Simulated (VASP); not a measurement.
# Ga (Cmce) in VASP: further runs

The runs below take Ga through single point, with PBEsol.

All numbers are computed with VASP 6.6.1; they aren't measurements. Logs are shortened: lines on timing, memory, paths and dates and some standing lists are left out, and cuts for length are marked.

## Step 1: The cell of the first run

The structure is orthorhombic, space group Cmce (No. 64). Conventional cell: a = 4.523 Å, b = 7.661 Å, c = 4.524 Å, α = 90.00°, β = 90.00°, γ = 90.00°. Ga (site symmetry m) has 7 Ga at 2.48 to 2.79 Å within 3.3 Å.

## Step 2: Single point, PBEsol

INCAR reads:

```
PREC = Accurate ; ENCUT = 520
EDIFF = 1E-7 ; ISMEAR = -1
SIGMA = 0.05 ; LREAL = F
LASPH = T ; NELM = 80
ALGO = Fast ; ISIF = 2
LWAVE = F ; LCHARG = F
GGA = PS ; NBANDS = 34
```

KPOINTS reads:

```
Automatic mesh
0
Gamma
  7 7 6
```

POSCAR reads:

```
Ga
1.0
    2.2615000000     -3.8305000000      0.0000000000
    2.2615000000      3.8305000000      0.0000000000
    0.0000000000      0.0000000000      4.5240000000
Ga
4
Direct
    0.3451000000      0.6549000000      0.4190000000
    0.1549000000      0.8451000000      0.9190000000
    0.6549000000      0.3451000000      0.5810000000
    0.8451000000      0.1549000000      0.0810000000
```

Potentials or basis: VASP PAW PBE potentials, release 64 (Ga_d).

Run with:

```
cat potpaw_PBE.64/Ga_d/POTCAR > POTCAR
mpirun -np 1 vasp_std > vasp.out
```

OUTCAR:

```text
PREC = Accurate
   ENCUT = 520
   EDIFF = 1E-7
   ISMEAR = -1
   LREAL = F
   LASPH = T
   NELM = 80
   ISIF = 2
   GGA = PS

 ion  position               nearest neighbor table
   1  0.345  0.655  0.419-   3 2.48   2 2.69   2 2.69   4 2.73   4 2.73   3 2.79   3 2.79
   2  0.155  0.845  0.919-   4 2.48   1 2.69   1 2.69   3 2.73   3 2.73   4 2.79   4 2.79
   3  0.655  0.345  0.581-   1 2.48   4 2.69   4 2.69   2 2.73   2 2.73   1 2.79   1 2.79
   4  0.845  0.155  0.081-   2 2.48   3 2.69   3 2.69   1 2.73   1 2.73   2 2.79   2 2.79

  LATTYP: Found a base centered orthorhombic cell.
 ALAT       =     4.5230000000
 B/A-ratio  =     1.6937873093
 C/A-ratio  =     1.0002210922

  Lattice vectors:

 A1 = (   2.2615000000,  -3.8305000000,   0.0000000000)
 A2 = (   2.2615000000,   3.8305000000,   0.0000000000)
 A3 = (   0.0000000000,   0.0000000000,   4.5240000000)

Analysis of symmetry for initial positions (statically):
=====================================================================
 Subroutine PRICEL returns:
 Original cell was already a primitive cell.

 Routine SETGRP: Setting up the symmetry group for a
 base centered orthorhombic supercell.

 Subroutine GETGRP returns: Found  8 space group operations
 (whereof  4 operations were pure point group operations)
 out of a pool of  8 trial point group operations.

The static configuration has the point symmetry C_2h.
 The point group associated with its full space group is D_2h.

Analysis of symmetry for dynamics (positions and initial velocities):
=====================================================================
 Subroutine PRICEL returns:
 Original cell was already a primitive cell.

 Routine SETGRP: Setting up the symmetry group for a
 base centered orthorhombic supercell.

 Subroutine GETGRP returns: Found  8 space group operations
 (whereof  4 operations were pure point group operations)
 out of a pool of  8 trial point group operations.

The dynamic configuration has the point symmetry C_2h.
 The point group associated with its full space group is D_2h.

 Subroutine INISYM returns: Found  8 space group operations
 (whereof  4 operations are pure point group operations),
 and found     1 'primitive' translations

----------------------------------------------------------------------------------------

                                     Primitive cell

  volume of cell :      78.3799

  direct lattice vectors                    reciprocal lattice vectors
     2.261500000 -3.830500000  0.000000000     0.221092195 -0.130531262  0.000000000
     2.261500000  3.830500000  0.000000000     0.221092195  0.130531262  0.000000000
     0.000000000  0.000000000  4.524000000     0.000000000  0.000000000  0.221043324

  length of vectors
     4.448270731  4.448270731  4.524000000     0.256749234  0.256749234  0.221043324

  position of ions in fractional coordinates (direct lattice)
     0.345100000  0.654900000  0.419000000
     0.154900000  0.845100000  0.919000000
     0.654900000  0.345100000  0.581000000
     0.845100000  0.154900000  0.081000000

  ion indices of the primitive-cell ions
   primitive index   ion index
                 1           1
                 2           2
                 3           3
                 4           4

----------------------------------------------------------------------------------------

 KPOINTS: Automatic mesh

Automatic generation of k-mesh.
 Grid dimensions read from file:
 generate k-points for:    7    7    6

 Generating k-lattice:

  Cartesian coordinates                     Fractional coordinates (reciprocal lattice)
     0.031584599 -0.018647323  0.000000000     0.142857143  0.000000000  0.000000000
     0.031584599  0.018647323  0.000000000     0.000000000  0.142857143  0.000000000
     0.000000000  0.000000000  0.036840554     0.000000000  0.000000000  0.166666667

  Length of vectors
     0.036678462  0.036678462  0.036840554

  Shift w.r.t. Gamma in fractional coordinates (k-lattice)
     0.000000000  0.000000000  0.000000000

 Subroutine IBZKPT returns following result:
 ===========================================

 Found     64 irreducible k-points:

 Following reciprocal coordinates:
            Coordinates               Weight
  0.000000  0.000000  0.000000      1.000000
  0.142857  0.000000  0.000000      4.000000
  0.285714  0.000000  0.000000      4.000000
  0.428571 -0.000000  0.000000      4.000000
  0.142857  0.142857  0.000000      2.000000
  0.285714  0.142857  0.000000      4.000000
[... 16 lines left out ...]
  0.428571  0.142857  0.166667      8.000000
 -0.428571  0.142857  0.166667      8.000000
 [... further k-points ...]
   k-points           NKPTS =     64   k-points in BZ     NKDIM =     64   number of bands    NBANDS=     34
   number of dos      NEDOS =    301   number of ions     NIONS =      4
   total plane-waves  NPLWV =  46656
   dimension x,y,z NGX =    36 NGY =   36 NGZ =   36
   dimension x,y,z NGXF=    72 NGYF=   72 NGZF=   72
   ions per type =               4
   NGX,Y,Z   is equivalent  to a cutoff of  13.45, 13.45, 13.23 a.u.
   NGXF,Y,Z  is equivalent  to a cutoff of  26.91, 26.91, 26.46 a.u.
 SYSTEM =  unknown system
   PREC   = accura    normal or accurate (medium, high low for compatibility)
   ISTART =      0    job   : 0-new  1-cont  2-samecut
   ICHARG =      2    charge: 1-file 2-atom 10-const
   ISPIN  =      1    spin polarized calculation?
   LNONCOLLINEAR =      F non collinear calculations
   LSORBIT =      F    spin-orbit coupling
   LASPH  =      T    aspherical Exc in radial PAW
   ENCUT  =  520.0 eV  38.22 Ry    6.18 a.u.   8.27  8.27  8.41*2*pi/ulx,y,z
   NELM   =     80;   NELMIN=  2; NELMDL= -5     # of ELM steps
   EDIFF  = 0.1E-06   stopping-criterion for ELM
   LREAL  =      F    real-space projection
   EDIFFG = 0.1E-05   stopping-criterion for IOM
   NSW    =      0    number of steps for IOM
   IBRION =     -1    ionic relax: 0-MD 1-quasi-New 2-CG
   NFREE  =      0    steps in history (QN), initial steepest desc. (CG)
   ISIF   =      2    stress and relaxation
   ISYM   =      2    0-nonsym 1-usesym 2-fastsym
   POTIM  = 0.5000    time-step for ionic-motion
   TEBEG  =    0.0;   TEEND  =   0.0 temperature during run
   PSTRESS=    0.0 pullay stress
   NELECT =      52.0000    total number of electrons
   NUPDOWN=      -1.0000    fix difference up-down
   EMIN   =  10.00;   EMAX   =-10.00  energy-range for DOS
   EFERMI =   0.00;   METHOD = LEGACY
   ISMEAR =    -1;   SIGMA  =   0.05  broadening in eV -4-tet -1-fermi 0-gaus
   EFERMI_NEDOS =   21; number of points for ismear=-14 and -15
   IALGO  =     68    algorithm
   IMIX   =      4    mixing-type and parameters
     AMIX     =   0.40;   BMIX     =  1.00
     AMIX_MAG =   1.60;   BMIX_MAG =  1.00
  volume/ion in A,a.u.               =      19.59       132.23
  Fermi-wavevector in a.u.,A,eV,Ry     =   1.427823  2.698194 27.737908  2.038679
  Thomas-Fermi vector in A             =   2.547951
   LORBIT       =      0    0 simple, 1 ext, 2 COOP (PROOUT), +10 PAW based schemes
   GGA     = PS    functional components
   LHFCALC =     F    Hartree Fock is set to
   AEXX    =    0.0000 exact exchange contribution
   IVDW    =     0    specifies the selected vdW correction
   LEPSILON=     F    determine dielectric tensor
   LRPA    =     F    only Hartree local field effects (RPA)
 non-spin polarized calculation
 RMM-DIIS sequential band-by-band and
  energy-cutoff  :      520.00
  volume of cell :       78.38
 maximum number of plane-waves:      2131
 NGX is ok and might be reduce to    36
   NGX = 17   NGY = 17   NGZ = 17

 number of electron      52.0000010 magnetization

 Free energy of the ion-electron system (eV)
  ---------------------------------------------------
  ext. energy  EPLUGINS =         0.00000000
  ---------------------------------------------------
  free energy    TOTEN  =       -13.38617425 eV

  energy without entropy =      -13.37716157  energy(sigma->0) =      -13.38166791

 E-fermi :   4.9341     XC(G=0): -10.8024

 val. band max:        4.9104969371   @ k =   0.0000   0.0000   0.5000
 cond. band min:       4.9364007473   @ k =   0.2857   0.2857   0.0000
 fundamental gap:      0.0259038102
 Fermi energy:         4.9340718211

 k-point     1 :       0.0000    0.0000    0.0000
  band No.  band energies     occupation
      1     -10.2169      2.00000
      2     -10.2137      2.00000
      3     -10.1886      2.00000
      4     -10.1684      2.00000
      5     -10.1384      2.00000
      6     -10.1138      2.00000
[... 26 lines left out ...]
     33      12.1941      0.00000
     34      12.9536      0.00000

 k-point     2 :       0.1429    0.0000    0.0000
  band No.  band energies     occupation
      1     -10.2196      2.00000
      2     -10.2050      2.00000
      3     -10.1930      2.00000
      4     -10.1769      2.00000
      5     -10.1264      2.00000
      6     -10.1075      2.00000
[... 26 lines left out ...]
     33      11.5551      0.00000
     34      12.4082      0.00000

 k-point     3 :       0.2857    0.0000    0.0000
  band No.  band energies     occupation
      1     -10.2153      2.00000
      2     -10.2048      2.00000
      3     -10.1960      2.00000
      4     -10.1780      2.00000
      5     -10.1262      2.00000
      6     -10.1052      2.00000
[... 26 lines left out ...]
     33      10.8224      0.00000
     34      12.0212      0.00000

 k-point     4 :       0.4286   -0.0000    0.0000
  band No.  band energies     occupation
      1     -10.2165      2.00000
      2     -10.2090      2.00000
      3     -10.1860      2.00000
      4     -10.1584      2.00000
      5     -10.1420      2.00000
      6     -10.1366      2.00000
[... 26 lines left out ...]
     33      11.2325      0.00000
     34      12.3916      0.00000

 k-point     5 :       0.1429    0.1429    0.0000
  band No.  band energies     occupation
      1     -10.2197      2.00000
      2     -10.2096      2.00000
      3     -10.1918      2.00000
      4     -10.1805      2.00000
      5     -10.1044      2.00000
      6     -10.1043      2.00000
[... 621 lines left out ...]
 k-point    22 :       0.2857    0.1429    0.1667
  band No.  band energies     occupation
      1     -10.2479      2.00000
      2     -10.2002      2.00000
      3     -10.1955      2.00000
      4     -10.1606      2.00000
      5     -10.1417      2.00000
      6     -10.1021      2.00000
[... 26 lines left out ...]
     33      11.4936      0.00000
     34      12.6263      0.00000

 k-point    23 :       0.4286    0.1429    0.1667
  band No.  band energies     occupation
      1     -10.2502      2.00000
      2     -10.2078      2.00000
      3     -10.1827      2.00000
      4     -10.1647      2.00000
      5     -10.1454      2.00000
      6     -10.1093      2.00000
[... 26 lines left out ...]
     33      12.5918      0.00000
     34      13.6453      0.00000

 k-point    24 :      -0.4286    0.1429    0.1667
  band No.  band energies     occupation
      1     -10.2410      2.00000
      2     -10.2188      2.00000
      3     -10.1796      2.00000
      4     -10.1607      2.00000
      5     -10.1495      2.00000
      6     -10.1109      2.00000
[... 26 lines left out ...]
     33      12.2081      0.00000
     34      12.8985      0.00000

 [... further k-points ...]
[... 5 lines left out ...]
  --------------------------------------------------------------------------------------
  -------------------------------------------------------------------------------------
  Total       -1.1489357     -0.4267820     -0.6301165      0.0000000      0.0000000      0.0000000
  in kB      -23.4856008     -8.7239280    -12.8803245      0.0000000      0.0000000      0.0000000
  external PRESSURE =     -15.0299511 kB  Pullay stress =       0.0000000 kB

 VOLUME and BASIS-vectors are now :
 -----------------------------------------------------------------------------
  energy-cutoff  :      520.00
  volume of cell :       78.38
      direct lattice vectors                 reciprocal lattice vectors
     2.261500000 -3.830500000  0.000000000     0.221092195 -0.130531262  0.000000000
     2.261500000  3.830500000  0.000000000     0.221092195  0.130531262  0.000000000
     0.000000000  0.000000000  4.524000000     0.000000000  0.000000000  0.221043324

 POSITION                                       TOTAL-FORCE (eV/Angst)
 -----------------------------------------------------------------------------------
      2.26150      1.18669      1.89556         0.000000      0.110873     -0.043543
      2.26150      2.64381      4.15756         0.000000     -0.110873     -0.043543
      2.26150     -1.18669      2.62844         0.000000     -0.110873      0.043543
      2.26150     -2.64381      0.36644         0.000000      0.110873      0.043543
 -----------------------------------------------------------------------------------
    total drift:                               -0.000000     -0.000000      0.000000

  FREE ENERGIE OF THE ION-ELECTRON SYSTEM (eV)
  ---------------------------------------------------
  free  energy   TOTEN  =       -13.3861742460 eV

  energy  without entropy=      -13.3771615722  energy(sigma->0) =      -13.38166791
```

It took 1.8 min on 1 thread of Intel Xeon Platinum 8488C (Sapphire Rapids), shared host; peak memory 0.27 GiB.

Results:

```yaml
Free_energy: -13.3862 eV
Pressure: -1.5 GPa
Largest_force: 0.119 eV/Å
Band_gap_on_the_k_mesh: zero (band 26 reaches 5.28 eV, above the bottom of band 27 at 3.98 eV)
```

Forces in eV/Å, atoms in the order of the input:
```
Ga   0.000  0.111 -0.044
Ga   0.000 -0.111 -0.044
Ga   0.000 -0.111  0.044
Ga   0.000  0.111  0.044
```

Levels at points of the mesh, in eV from the Fermi level:
| k point | band 24 | band 25 | band 26 | band 27 | band 28 | band 29 |
| --- | --- | --- | --- | --- | --- | --- |
| (0.00, 0.00, 0.00) | -1.83 | -1.74 | -0.83 | 0.84 | 0.87 | 0.98 |
| (0.00, 0.00, 0.50) | -0.25 | -0.03 | -0.03 | -0.02 | -0.02 | 2.02 |

Caveat: the PAW data sets were made with another functional, which shifts forces and pressure a little.

## Step 3: Single point, PBEsol

This run uses another cell than the first one, of 18.42 Å³/atom, 0.940 times its volume.

INCAR reads:

```
SYSTEM = Ga
ALGO = Fast
EDIFF = 1E-7
ENCUT = 520
GGA = PS
ISIF = 2
ISMEAR = -1
LASPH = .TRUE.
LCHARG = .FALSE.
LREAL = .FALSE.
LWAVE = .FALSE.
NBANDS = 34
NELM = 60
PREC = Accurate
SIGMA = 0.05
```

KPOINTS reads:

```
k-points
0
G
  7 7 6
  0 0 0
```

POSCAR reads:

```
Ga
1.0
    2.2153339849     -3.7523045894      0.0000000000
    2.2153339849      3.7523045894      0.0000000000
    0.0000000000      0.0000000000      4.4316475558
Ga
4
Direct
    0.3451000000      0.6549000000      0.4190000000
    0.1549000000      0.8451000000      0.9190000000
    0.6549000000      0.3451000000      0.5810000000
    0.8451000000      0.1549000000      0.0810000000
```

Potentials or basis: VASP PAW PBE potentials, release 64 (Ga_d).

Run with:

```
cat potpaw_PBE.64/Ga_d/POTCAR > POTCAR
mpirun -np 1 vasp_std > vasp.out
```

Run time: 58 s. Hardware: 1 thread of Intel Xeon 6975P-C (Granite Rapids), shared host; peak memory 0.25 GiB.

It converged, with:

| Property | Result |
| --- | --- |
| Free energy | -13.3779 eV |
| Pressure | 2.3 GPa |
| Largest force | 0.124 eV/Å |
| Band gap on the k mesh | zero (band 26 reaches 5.86 eV, above the bottom of band 27 at 4.53 eV) |

Forces in eV/Å, atoms in the order of the input:
```
Ga   0.000  0.107 -0.063
Ga   0.000 -0.107 -0.063
Ga   0.000 -0.107  0.063
Ga   0.000  0.107  0.063
```

Stress tensor (GPa, compression positive):
```
0.97 0.00 0.00
0.00 3.31 0.00
0.00 0.00 2.67
```

Levels at points of the mesh, in eV from the Fermi level:
```
           k point  band 24  band 25  band 26  band 27  band 28  band 29
(0.00, 0.00, 0.00)    -1.89    -1.69    -0.92     0.82     0.94     0.98
(0.00, 0.00, 0.50)    -0.08    -0.06    -0.06     0.03     0.03     2.12
```

Caveat: the PAW data sets were made with another functional, which shifts forces and pressure a little.

(Part 1 of 2 ends here.)
